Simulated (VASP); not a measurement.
**Y2ScAs3: single point with PBE**

Crystal: Y2ScAs3.

```
CELL_PARAMETERS angstrom
-2.86207 2.86207 4.14750
2.86207 -2.86207 4.14750
2.86207 2.86207 -4.14750
ATOMIC_POSITIONS crystal
Y 0.25978 0.25978 0.00000
Y 0.74022 0.74022 0.00000
Sc 0.00000 0.00000 0.00000
As 0.75000 0.25000 0.50000
As 0.25000 0.75000 0.50000
As 0.50000 0.50000 0.00000
```

```
Program                : VASP 6.6.1
Task                   : single point
Functional             : PBE
Potentials or basis    : VASP PAW PBE potentials, release 64 (Y_sv, Sc_sv, As)
Cutoff                 : 520 eV
k mesh                 : 4 × 4 × 4
Occupations            : gaussian, width 0.1 eV
Spin                   : no spin polarisation
Dipole correction      : no
Further INCAR settings : ALGO = Normal; EDIFF = 1e-06; NBANDS = 33
```

The pressure is 35.3 GPa and the largest force is 8.922 eV/Å. The band gap on the k mesh is zero (band 24 reaches 4.34 eV, above the bottom of band 25 at 3.93 eV).

Forces on the atoms (eV/Å):
```
Y    0.000  0.000 -8.922
Y    0.000  0.000  8.922
Sc   0.000  0.000  0.000
As   0.000  0.000  0.000
As   0.000  0.000  0.000
As   0.000  0.000  0.000
```

Stress tensor (GPa, compression positive):
```
 -2.10   0.00   0.00
  0.00  -2.10   0.00
  0.00   0.00 110.17
```

Levels at points of the mesh, in eV from the Fermi level:
| k point | band 20 | band 21 | band 22 | band 23 | band 24 | band 25 | band 26 | band 27 | band 28 | band 29 |
| --- | --- | --- | --- | --- | --- | --- | --- | --- | --- | --- |
| (0.00, 0.00, 0.00) | -1.87 | -0.53 | -0.49 | -0.23 | -0.23 | -0.12 | -0.12 | 0.32 | 0.75 | 1.88 |
| (0.50, 0.00, 0.00) | -1.79 | -1.74 | -1.65 | -1.59 | 0.12 | 0.73 | 1.38 | 1.51 | 1.81 | 2.09 |
| (0.50, 0.50, 0.00) | -2.04 | -2.03 | -1.61 | -0.44 | 0.03 | 0.73 | 0.81 | 1.86 | 1.94 | 2.08 |
| (0.50, 0.50, 0.50) | -1.21 | -1.17 | -1.17 | -0.03 | 0.30 | 0.30 | 0.54 | 0.67 | 1.26 | 1.45 |

Run time: 66 s on 1 thread of Intel(R) Xeon(R) 6975P-C (Granite Rapids), with other jobs on the host, peak memory 0.36 GiB.

Caveat: the k points lie up to 0.39 Å⁻¹ apart; forces of over 1 eV/Å act on the atoms, so gaps and moduli don't describe the material at rest.
